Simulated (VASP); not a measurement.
# Ag in VASP: notebook

The runs below take Ag through single point, with PBEsol.

All numbers are computed with VASP 6.6.1; they aren't measurements. Logs are shortened: lines on timing, memory, paths and dates and some standing lists are left out, and cuts for length are marked.

## (1) The cell of the first run

Symmetry: P6_3/mmc, No. 194, hexagonal system. Conventional cell: a = 2.867 Å, b = 2.867 Å, c = 4.691 Å, α = 90.00°, β = 90.00°, γ = 120.00°. Within 3.8 Å of Ag (site symmetry -6m2) lie 12 Ag at 2.87 Å.

## (2) Single point, PBEsol

Contents of INCAR:

```
  ALGO = Fast
  EDIFF = 1E-6
  ENCUT = 520
  GGA = PS
  ISIF = 2
  ISMEAR = 0
  LASPH = T
  LCHARG = T
  LELF = T
  LREAL = F
  LVHAR = T
  LWAVE = F
  NBANDS = 18
  NELM = 100
  PREC = Accurate
  SIGMA = 0.1
```

Contents of KPOINTS:

```
k-points
0
Gamma
  18 18 10
```

Contents of POSCAR:

```
Ag
1.0
    2.8669917784      0.0000000000      0.0000000000
   -1.4334958892      2.4828877125      0.0000000000
    0.0000000000      0.0000000000      4.6908332437
Ag
2
Direct
    0.3333333333      0.6666666667      0.2500000000
    0.6666666667      0.3333333333      0.7500000000
```

Potentials or basis: VASP PAW PBE potentials, release 64 (Ag).

On the command line:

```console
> cat potpaw_PBE.64/Ag/POTCAR > POTCAR
> mpirun -np 1 vasp_std > vasp.out
```

OUTCAR:

```text
EDIFF = 1E-6
   ENCUT = 520
   GGA = PS
   ISIF = 2
   ISMEAR = 0
   LASPH = T
   LREAL = F
   NELM = 100
   PREC = Accurate

 ion  position               nearest neighbor table
   1  0.333  0.667  0.250-   2 2.87   2 2.87   2 2.87   2 2.87   2 2.87   2 2.87
   2  0.667  0.333  0.750-   1 2.87   1 2.87   1 2.87   1 2.87   1 2.87   1 2.87

  LATTYP: Found a hexagonal cell.
 ALAT       =     2.8669917784
 C/A-ratio  =     1.6361516203

  Lattice vectors:

 A1 = (   2.8669917784,   0.0000000000,   0.0000000000)
 A2 = (  -1.4334958892,   2.4828877125,   0.0000000000)
 A3 = (   0.0000000000,   0.0000000000,   4.6908332437)

Analysis of symmetry for initial positions (statically):
=====================================================================
 Subroutine PRICEL returns:
 Original cell was already a primitive cell.

 Routine SETGRP: Setting up the symmetry group for a
 hexagonal supercell.

 Subroutine GETGRP returns: Found 24 space group operations
 (whereof 12 operations were pure point group operations)
 out of a pool of 24 trial point group operations.

The static configuration has the point symmetry D_3d.
 The point group associated with its full space group is D_6h.

Analysis of symmetry for dynamics (positions and initial velocities):
=====================================================================
 Subroutine PRICEL returns:
 Original cell was already a primitive cell.

 Routine SETGRP: Setting up the symmetry group for a
 hexagonal supercell.

 Subroutine GETGRP returns: Found 24 space group operations
 (whereof 12 operations were pure point group operations)
 out of a pool of 24 trial point group operations.

The dynamic configuration has the point symmetry D_3d.
 The point group associated with its full space group is D_6h.

 Subroutine INISYM returns: Found 24 space group operations
 (whereof 12 operations are pure point group operations),
 and found     1 'primitive' translations

----------------------------------------------------------------------------------------

                                     Primitive cell

  volume of cell :      33.3913

  direct lattice vectors                    reciprocal lattice vectors
     2.866991778  0.000000000  0.000000000     0.348797652  0.201378418  0.000000000
    -1.433495889  2.482887713  0.000000000     0.000000000  0.402756836  0.000000000
     0.000000000  0.000000000  4.690833244     0.000000000  0.000000000  0.213181742

  length of vectors
     2.866991778  2.866991778  4.690833244     0.402756836  0.402756836  0.213181742

  position of ions in fractional coordinates (direct lattice)
     0.333333333  0.666666667  0.250000000
     0.666666667  0.333333333  0.750000000

  ion indices of the primitive-cell ions
   primitive index   ion index
                 1           1
                 2           2

----------------------------------------------------------------------------------------

 KPOINTS: k-points

Automatic generation of k-mesh.
 Grid dimensions read from file:
 generate k-points for:   18   18   10

 Generating k-lattice:

  Cartesian coordinates                     Fractional coordinates (reciprocal lattice)
     0.019377647  0.011187690  0.000000000     0.055555556  0.000000000  0.000000000
     0.000000000  0.022375380  0.000000000     0.000000000  0.055555556  0.000000000
     0.000000000  0.000000000  0.021318174     0.000000000  0.000000000  0.100000000

  Length of vectors
     0.022375380  0.022375380  0.021318174

  Shift w.r.t. Gamma in fractional coordinates (k-lattice)
     0.000000000  0.000000000  0.000000000

 Subroutine IBZKPT returns following result:
 ===========================================

 Found    222 irreducible k-points:

 Following reciprocal coordinates:
            Coordinates               Weight
  0.000000  0.000000  0.000000      1.000000
  0.055556  0.000000  0.000000      6.000000
  0.111111  0.000000  0.000000      6.000000
  0.166667  0.000000  0.000000      6.000000
  0.222222  0.000000  0.000000      6.000000
  0.277778  0.000000  0.000000      6.000000
[... 16 lines left out ...]
  0.333333  0.111111  0.000000     12.000000
  0.388889  0.111111  0.000000     12.000000
 [... further k-points ...]
   k-points           NKPTS =    222   k-points in BZ     NKDIM =    222   number of bands    NBANDS=     18
   number of dos      NEDOS =    301   number of ions     NIONS =      2
   total plane-waves  NPLWV =  20736
   dimension x,y,z NGX =    24 NGY =   24 NGZ =   36
   dimension x,y,z NGXF=    48 NGYF=   48 NGZF=   72
   ions per type =               2
   NGX,Y,Z   is equivalent  to a cutoff of  13.92, 13.92, 12.76 a.u.
   NGXF,Y,Z  is equivalent  to a cutoff of  27.83, 27.83, 25.52 a.u.
 SYSTEM =  unknown system
   PREC   = accura    normal or accurate (medium, high low for compatibility)
   ISTART =      0    job   : 0-new  1-cont  2-samecut
   ICHARG =      2    charge: 1-file 2-atom 10-const
   ISPIN  =      1    spin polarized calculation?
   LNONCOLLINEAR =      F non collinear calculations
   LSORBIT =      F    spin-orbit coupling
   LASPH  =      T    aspherical Exc in radial PAW
   ENCUT  =  520.0 eV  38.22 Ry    6.18 a.u.   5.33  5.33  8.72*2*pi/ulx,y,z
   NELM   =    100;   NELMIN=  2; NELMDL= -5     # of ELM steps
   EDIFF  = 0.1E-05   stopping-criterion for ELM
   LREAL  =      F    real-space projection
   EDIFFG = 0.1E-04   stopping-criterion for IOM
   NSW    =      0    number of steps for IOM
   IBRION =     -1    ionic relax: 0-MD 1-quasi-New 2-CG
   NFREE  =      0    steps in history (QN), initial steepest desc. (CG)
   ISIF   =      2    stress and relaxation
   ISYM   =      2    0-nonsym 1-usesym 2-fastsym
   POTIM  = 0.5000    time-step for ionic-motion
   TEBEG  =    0.0;   TEEND  =   0.0 temperature during run
   PSTRESS=    0.0 pullay stress
   NELECT =      22.0000    total number of electrons
   NUPDOWN=      -1.0000    fix difference up-down
   EMIN   =  10.00;   EMAX   =-10.00  energy-range for DOS
   EFERMI =   0.00;   METHOD = LEGACY
   ISMEAR =     0;   SIGMA  =   0.10  broadening in eV -4-tet -1-fermi 0-gaus
   EFERMI_NEDOS =   21; number of points for ismear=-14 and -15
   IALGO  =     68    algorithm
   IMIX   =      4    mixing-type and parameters
     AMIX     =   0.40;   BMIX     =  1.00
     AMIX_MAG =   1.60;   BMIX_MAG =  1.00
  volume/ion in A,a.u.               =      16.70       112.67
  Fermi-wavevector in a.u.,A,eV,Ry     =   1.424529  2.691969 27.610060  2.029282
  Thomas-Fermi vector in A             =   2.545010
   LORBIT       =      0    0 simple, 1 ext, 2 COOP (PROOUT), +10 PAW based schemes
   GGA     = PS    functional components
   LHFCALC =     F    Hartree Fock is set to
   AEXX    =    0.0000 exact exchange contribution
   IVDW    =     0    specifies the selected vdW correction
   LEPSILON=     F    determine dielectric tensor
   LRPA    =     F    only Hartree local field effects (RPA)
 non-spin polarized calculation
 RMM-DIIS sequential band-by-band and
 Gauss-broadening in eV      SIGMA  =   0.10
  energy-cutoff  :      520.00
  volume of cell :       33.39
 maximum number of plane-waves:       917
 NGX is ok and might be reduce to    24
   NGX = 11   NGY = 11   NGZ = 17

 number of electron      21.9999997 magnetization

 Free energy of the ion-electron system (eV)
  ---------------------------------------------------
  ext. energy  EPLUGINS =         0.00000000
  ---------------------------------------------------
  free energy    TOTEN  =        -6.60541773 eV

  energy without entropy =       -6.60084091  energy(sigma->0) =       -6.60312932

 E-fermi :   8.4811     XC(G=0): -12.5368

 val. band max:        8.4764490776   @ k =   0.3889   0.1111   0.3000
 cond. band min:       8.4913998010   @ k =   0.3889   0.0556   0.5000
 fundamental gap:      0.0149507234
 Fermi energy:         8.4811127590

 k-point     1 :       0.0000    0.0000    0.0000
  band No.  band energies     occupation
      1       0.5394      2.00000
      2       1.9974      2.00000
      3       3.6663      2.00000
      4       3.7737      2.00000
      5       3.7737      2.00000
      6       4.0230      2.00000
[... 10 lines left out ...]
     17      27.0347      0.00000
     18      27.0347      0.00000

 k-point     2 :       0.0556    0.0000    0.0000
  band No.  band energies     occupation
      1       0.6271      2.00000
      2       2.0504      2.00000
      3       3.6042      2.00000
      4       3.8215      2.00000
      5       3.8315      2.00000
      6       4.0036      2.00000
[... 10 lines left out ...]
     17      26.3242      0.00000
     18      27.1600      0.00000

 k-point     3 :       0.1111    0.0000    0.0000
  band No.  band energies     occupation
      1       0.8827      2.00000
      2       2.1948      2.00000
      3       3.4926      2.00000
      4       3.9021      2.00000
      5       3.9613      2.00000
      6       3.9984      2.00000
[... 10 lines left out ...]
     17      26.4354      0.00000
     18      27.5721      0.00000

 k-point     4 :       0.1667    0.0000    0.0000
  band No.  band energies     occupation
      1       1.2791      2.00000
      2       2.3787      2.00000
      3       3.3899      2.00000
      4       3.8497      2.00000
      5       3.9011      2.00000
      6       4.1699      2.00000
[... 375 lines left out ...]
      4       3.6600      2.00000
      5       3.7098      2.00000
      6       3.9995      2.00000
[... 10 lines left out ...]
     17      22.3677      0.00000
     18      24.4857      0.00000

 k-point    23 :       0.3333    0.1111    0.0000
  band No.  band energies     occupation
      1       2.3665      2.00000
      2       2.6101      2.00000
      3       2.6287      2.00000
      4       3.6659      2.00000
      5       4.0186      2.00000
      6       4.0865      2.00000
[... 10 lines left out ...]
     17      20.8160      0.00000
     18      24.0122      0.00000

 k-point    24 :       0.3889    0.1111    0.0000
  band No.  band energies     occupation
      1       2.2831      2.00000
      2       2.5035      2.00000
      3       2.5968      2.00000
      4       3.6478      2.00000
      5       4.0024      2.00000
      6       4.2087      2.00000
[... 10 lines left out ...]
     17      19.7042      0.00000
     18      23.7273      0.00000

 [... further k-points ...]
[... 5 lines left out ...]
  --------------------------------------------------------------------------------------
  -------------------------------------------------------------------------------------
  Total       -0.0581177     -0.0581177     -0.0562956      0.0000000     -0.0000000      0.0000000
  in kB       -2.7885946     -2.7885946     -2.7011685      0.0000000     -0.0000000      0.0000000
  external PRESSURE =      -2.7594526 kB  Pullay stress =       0.0000000 kB

 VOLUME and BASIS-vectors are now :
 -----------------------------------------------------------------------------
  energy-cutoff  :      520.00
  volume of cell :       33.39
      direct lattice vectors                 reciprocal lattice vectors
     2.866991778  0.000000000  0.000000000     0.348797652  0.201378418  0.000000000
    -1.433495889  2.482887713  0.000000000     0.000000000  0.402756836  0.000000000
     0.000000000  0.000000000  4.690833244     0.000000000  0.000000000  0.213181742

 POSITION                                       TOTAL-FORCE (eV/Angst)
 -----------------------------------------------------------------------------------
     -0.00000      1.65526      1.17271        -0.000000     -0.000000      0.000000
      1.43350      0.82763      3.51812         0.000000      0.000000      0.000000
 -----------------------------------------------------------------------------------
    total drift:                                0.000000     -0.000000      0.000000

  FREE ENERGIE OF THE ION-ELECTRON SYSTEM (eV)
  ---------------------------------------------------
  free  energy   TOTEN  =        -6.6054177320 eV

  energy  without entropy=       -6.6008409148  energy(sigma->0) =       -6.60312932
```

Wall time 75 s (1 thread of Intel Xeon 6975P-C, shared host); peak memory 0.23 GiB.

Results:

```
Free energy            : -6.6054 eV
Pressure               : -0.3 GPa
Band gap on the k mesh : zero (band 11 reaches 12.65 eV, above the bottom of band 12 at 5.12 eV)
```

Caveat: the PAW data sets were made with another functional, which shifts forces and pressure a little.

## (3) Single point, PBEsol

Contents of INCAR:

```
PREC     = Accurate       # precision mode
ENCUT    = 520            # plane-wave cutoff, eV
EDIFF    = 1E-6           # SCF threshold, eV
ISMEAR   = 0              # smearing method
SIGMA    = 0.1            # smearing width, eV
LREAL    = F              # projectors in reciprocal space
LASPH    = T              # aspherical terms in the spheres
NELM     = 80             # most SCF steps
ALGO     = Fast           # electronic algorithm
ISIF     = 2              # what is computed and relaxed
LWAVE    = F              # write WAVECAR
LCHARG   = F              # write CHGCAR
GGA      = PS             # functional
NBANDS   = 18             # bands
```

Contents of KPOINTS:

```
Automatic mesh
0
Gamma
  24 24 12
```

Contents of POSCAR:

```
Ag
1.0
    2.8669917747      0.0000000000      0.0000000000
   -1.4334958874      2.4828877093      0.0000000000
    0.0000000000      0.0000000000      4.6908332496
Ag
2
Direct
    0.3333333333      0.6666666667      0.2500000000
    0.6666666667      0.3333333333      0.7500000000
```

Potentials or basis: VASP PAW PBE potentials, release 64 (Ag).

On the command line:

```console
> cat potpaw_PBE.64/Ag/POTCAR > POTCAR
> mpirun -np 1 vasp_std > vasp.out
```

Wall time 1.8 min (1 thread of Intel Xeon Platinum 8559C (Emerald Rapids), shared host); peak memory 0.31 GiB.

It converged, with:

```yaml
Free_energy: -6.6095 eV
Pressure: -0.4 GPa
Band_gap_on_the_k_mesh: zero (band 11 reaches 12.65 eV, above the bottom of band 12 at 5.12 eV)
```

Stress tensor (GPa, compression positive):
```
-0.52  0.00  0.00
 0.00 -0.52  0.00
 0.00  0.00 -0.11
```

Levels at points of the mesh, in eV from the Fermi level:
| k point | band 7 | band 8 | band 9 | band 10 | band 11 | band 12 | band 13 | band 14 | band 15 | band 16 |
| --- | --- | --- | --- | --- | --- | --- | --- | --- | --- | --- |
| (0.00, 0.00, 0.00) | -4.53 | -4.15 | -4.15 | -3.10 | -3.10 | -0.56 | 3.64 | 15.66 | 17.57 | 17.92 |
| (0.50, 0.00, 0.00) | -3.88 | -2.96 | -2.90 | -2.81 | 0.05 | 1.56 | 6.91 | 7.17 | 9.51 | 10.51 |
| (0.00, 0.00, 0.50) | -4.66 | -4.66 | -3.43 | -3.43 | -3.43 | -3.43 | 11.21 | 11.21 | 16.03 | 16.03 |
| (0.50, 0.00, 0.50) | -3.16 | -3.16 | -2.87 | -2.87 | 0.66 | 0.66 | 4.67 | 4.67 | 13.73 | 13.73 |

Caveat: the PAW data sets were made with another functional, which shifts forces and pressure a little.

[end of part 1 of 2]
